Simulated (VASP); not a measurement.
# Be2CdS2 (P6/mmm) in VASP: notebook

Runs on Be2CdS2. Level: PBE. Tasks: single point, relaxation of cell and atoms.

Program: VASP 6.6.1. These are calculated values, not measurements. Logs are shortened: lines on timing, memory, paths and dates and some standing lists are left out, and cuts for length are marked.

### 1 The cell of the first run

The structure is hexagonal, space group P6/mmm (No. 191). The conventional cell has a = 3.773 Å, b = 3.773 Å, c = 8.139 Å, α = 90.00°, β = 90.00°, γ = 120.00°. Within 2.9 Å of Be (site symmetry -6m2) lie 3 Cd at 2.18 Å and 3 Be at 2.18 Å. Within 2.7 Å of Cd (site symmetry 6/mmm) lie 2 S at 2.07 Å and 6 Be at 2.18 Å. Within 2.7 Å of S (site symmetry 6mm) lie 1 Cd at 2.07 Å.

### 2 Single point, PBE

INCAR

```
SYSTEM = Be2CdS2
  ALGO = Normal
  EDIFF = 1E-6
  ENCUT = 520
  GGA = PE
  ISIF = 2
  ISMEAR = 0
  LASPH = .TRUE.
  LCHARG = .FALSE.
  LREAL = .FALSE.
  LWAVE = .FALSE.
  NBANDS = 22
  NELM = 60
  PREC = Accurate
  SIGMA = 0.1
```

KPOINTS

```
k-points
0
G
  6 6 2
  0 0 0
```

POSCAR

```
Be2CdS2
1.0
    3.7726590800      0.0000000000      0.0000000000
   -1.8863295400      3.2672186100      0.0000000000
    0.0000000000      0.0000000000      8.1387649700
Be Cd S
2 1 2
Direct
    0.3333333300      0.6666666700      0.5000000000
    0.6666666700      0.3333333300      0.5000000000
    0.0000000000      0.0000000000      0.5000000000
    0.0000000000      0.0000000000      0.2458525400
    0.0000000000      0.0000000000      0.7541474600
```

Potentials or basis: VASP PAW PBE potentials, release 64 (Be, Cd, S).

The run is started by

```bash
$ cat potpaw_PBE.64/Be/POTCAR potpaw_PBE.64/Cd/POTCAR potpaw_PBE.64/S/POTCAR > POTCAR
$ mpirun -np 1 vasp_std > vasp.out
```

OUTCAR:

```text
SYSTEM = Be2CdS2
   EDIFF = 1E-6
   ENCUT = 520
   GGA = PE
   ISIF = 2
   ISMEAR = 0
   LASPH = .TRUE.
   LREAL = .FALSE.
   NELM = 60
   PREC = Accurate

 ion  position               nearest neighbor table
   1  0.333  0.667  0.500-   3 2.18   2 2.18   2 2.18   3 2.18   3 2.18   2 2.18
   2  0.667  0.333  0.500-   1 2.18   3 2.18   1 2.18   3 2.18   3 2.18   1 2.18
   3  0.000  0.000  0.500-   4 2.07   5 2.07   1 2.18   2 2.18   2 2.18   1 2.18   2 2.18   1 2.18

   4  0.000  0.000  0.246-   3 2.07
   5  0.000  0.000  0.754-   3 2.07

  LATTYP: Found a hexagonal cell.
 ALAT       =     3.7726590800
 C/A-ratio  =     2.1573019977

  Lattice vectors:

 A1 = (   3.7726590800,   0.0000000000,   0.0000000000)
 A2 = (  -1.8863295400,   3.2672186100,   0.0000000000)
 A3 = (   0.0000000000,   0.0000000000,   8.1387649700)

Analysis of symmetry for initial positions (statically):
=====================================================================
 Subroutine PRICEL returns:
 Original cell was already a primitive cell.

 Routine SETGRP: Setting up the symmetry group for a
 hexagonal supercell.

 Subroutine GETGRP returns: Found 24 space group operations
 (whereof 24 operations were pure point group operations)
 out of a pool of 24 trial point group operations.

The static configuration has the point symmetry D_6h.

Analysis of symmetry for dynamics (positions and initial velocities):
=====================================================================
 Subroutine PRICEL returns:
 Original cell was already a primitive cell.

 Routine SETGRP: Setting up the symmetry group for a
 hexagonal supercell.

 Subroutine GETGRP returns: Found 24 space group operations
 (whereof 24 operations were pure point group operations)
 out of a pool of 24 trial point group operations.

The dynamic configuration has the point symmetry D_6h.

 Subroutine INISYM returns: Found 24 space group operations
 (whereof 24 operations are pure point group operations),
 and found     1 'primitive' translations

----------------------------------------------------------------------------------------

                                     Primitive cell

  volume of cell :     100.3192
[... 80 lines left out ...]
   LSORBIT =      F    spin-orbit coupling
   LASPH  =      T    aspherical Exc in radial PAW
   ENCUT  =  520.0 eV  38.22 Ry    6.18 a.u.   7.01  7.01 15.13*2*pi/ulx,y,z
   NELM   =     60;   NELMIN=  2; NELMDL= -5     # of ELM steps
   EDIFF  = 0.1E-05   stopping-criterion for ELM
   LREAL  =      F    real-space projection
   EDIFFG = 0.1E-04   stopping-criterion for IOM
   NSW    =      0    number of steps for IOM
   IBRION =     -1    ionic relax: 0-MD 1-quasi-New 2-CG
   NFREE  =      0    steps in history (QN), initial steepest desc. (CG)
   ISIF   =      2    stress and relaxation
   ISYM   =      2    0-nonsym 1-usesym 2-fastsym
   POTIM  = 0.5000    time-step for ionic-motion
   TEBEG  =    0.0;   TEEND  =   0.0 temperature during run
   PSTRESS=    0.0 pullay stress
   NELECT =      28.0000    total number of electrons
   NUPDOWN=      -1.0000    fix difference up-down
   EMIN   =  10.00;   EMAX   =-10.00  energy-range for DOS
   EFERMI =   0.00;   METHOD = LEGACY
   ISMEAR =     0;   SIGMA  =   0.10  broadening in eV -4-tet -1-fermi 0-gaus
   EFERMI_NEDOS =   21; number of points for ismear=-14 and -15
   IALGO  =     38    algorithm
   IMIX   =      4    mixing-type and parameters
     AMIX     =   0.40;   BMIX     =  1.00
     AMIX_MAG =   1.60;   BMIX_MAG =  1.00
  volume/ion in A,a.u.               =      20.06       135.40
  Fermi-wavevector in a.u.,A,eV,Ry     =   1.069874  2.021769 15.573650  1.144631
  Thomas-Fermi vector in A             =   2.205567
   LORBIT       =      0    0 simple, 1 ext, 2 COOP (PROOUT), +10 PAW based schemes
   GGA     = PE    functional components
   LHFCALC =     F    Hartree Fock is set to
   AEXX    =    0.0000 exact exchange contribution
   IVDW    =     0    specifies the selected vdW correction
   LEPSILON=     F    determine dielectric tensor
   LRPA    =     F    only Hartree local field effects (RPA)
 non-spin polarized calculation
 Gauss-broadening in eV      SIGMA  =   0.10
  energy-cutoff  :      520.00
  volume of cell :      100.32
 maximum number of plane-waves:      2718
 NGX is ok and might be reduce to    28
   NGX = 13   NGY = 13   NGZ = 31

 number of electron      28.0000004 magnetization

 Free energy of the ion-electron system (eV)
  ---------------------------------------------------
  ext. energy  EPLUGINS =         0.00000000
  ---------------------------------------------------
  free energy    TOTEN  =        -8.58177408 eV

  energy without entropy =       -8.56379656  energy(sigma->0) =       -8.57278532

 E-fermi :   1.9754     XC(G=0):  -8.4935

 val. band max:        1.9524547608   @ k =   0.3333   0.1667   0.0000
 cond. band min:       2.0252794080   @ k =   0.3333   0.1667   0.5000
 fundamental gap:      0.0728246472
 Fermi energy:         1.9754374509

 k-point     1 :       0.0000    0.0000    0.0000
  band No.  band energies     occupation
      1     -12.7991      2.00000
      2     -10.7702      2.00000
      3      -9.7863      2.00000
      4      -9.7863      2.00000
      5      -9.7137      2.00000
      6      -9.2093      2.00000
[... 339 lines left out ...]
     21      10.3524      0.00000
     22      10.3524      0.00000

------------------------ aborting loop because EDIFF is reached ----------------------------------------

  FORCE on cell =-STRESS in cart. coord.  units (eV):
  Direction    XX          YY          ZZ          XY          YZ          ZX
  --------------------------------------------------------------------------------------
  -------------------------------------------------------------------------------------
  Total       12.0254902     12.0254902     27.2376645      0.0000000     -0.0000000     -0.0000000
  in kB      192.0565432    192.0565440    435.0069398      0.0000000     -0.0000000     -0.0000000
  external PRESSURE =     273.0400090 kB  Pullay stress =       0.0000000 kB

 VOLUME and BASIS-vectors are now :
 -----------------------------------------------------------------------------
  energy-cutoff  :      520.00
  volume of cell :      100.32
      direct lattice vectors                 reciprocal lattice vectors
     3.772659080  0.000000000  0.000000000     0.265065032  0.153035367  0.000000000
    -1.886329540  3.267218610  0.000000000     0.000000000  0.306070735  0.000000000
     0.000000000  0.000000000  8.138764970     0.000000000  0.000000000  0.122868765

 POSITION                                       TOTAL-FORCE (eV/Angst)
 -----------------------------------------------------------------------------------
     -0.00000      2.17815      4.06938        -0.000000     -0.000000     -0.000000
      1.88633      1.08907      4.06938        -0.000000      0.000000     -0.000000
      0.00000      0.00000      4.06938        -0.000000      0.000000     -0.000000
      0.00000      0.00000      2.00094         0.000000      0.000000     -6.566531
      0.00000      0.00000      6.13783        -0.000000     -0.000000      6.566531
 -----------------------------------------------------------------------------------
    total drift:                               -0.000000     -0.000000      0.000000

  FREE ENERGIE OF THE ION-ELECTRON SYSTEM (eV)
  ---------------------------------------------------
  free  energy   TOTEN  =        -8.5817740785 eV

  energy  without entropy=       -8.5637965568  energy(sigma->0) =       -8.57278532
```

Run time: 47 s. Hardware: 1 thread of Intel Xeon Platinum 8259CL at 2.50GHz (Skylake/Cascade Lake), shared host; peak memory 0.22 GiB.

What came out:

| Property | Result |
| --- | --- |
| Free energy | -8.5818 eV |
| Pressure | 27.3 GPa |
| Largest force | 6.567 eV/Å |
| Band gap on the k mesh | zero (band 14 reaches 3.37 eV, above the bottom of band 15 at 1.25 eV) |

Forces in eV/Å, atoms in the order of the input:
```
Be   0.000  0.000  0.000
Be   0.000  0.000  0.000
Cd   0.000  0.000  0.000
S    0.000  0.000 -6.567
S    0.000  0.000  6.567
```

Levels at points of the mesh, in eV from the Fermi level:
```tsv
k point	band 11	band 12	band 13	band 14	band 15	band 16	band 17	band 18
(0.00, 0.00, 0.00)	-1.41	-0.10	-0.10	0.89	1.63	2.18	2.18	3.57
(0.50, 0.00, 0.00)	-2.83	-2.53	-1.26	-0.64	0.28	1.28	3.14	3.76
(0.00, 0.00, 0.50)	-1.39	-0.14	-0.14	1.39	1.67	2.18	2.18	3.62
(0.50, 0.00, 0.50)	-2.93	-2.91	-1.12	-0.69	0.33	1.65	3.08	3.49
```

Caveat: the k points lie up to 0.39 Å⁻¹ apart; forces of over 1 eV/Å act on the atoms, so gaps and moduli don't describe the material at rest.

(Continued in part 2 of 3.)
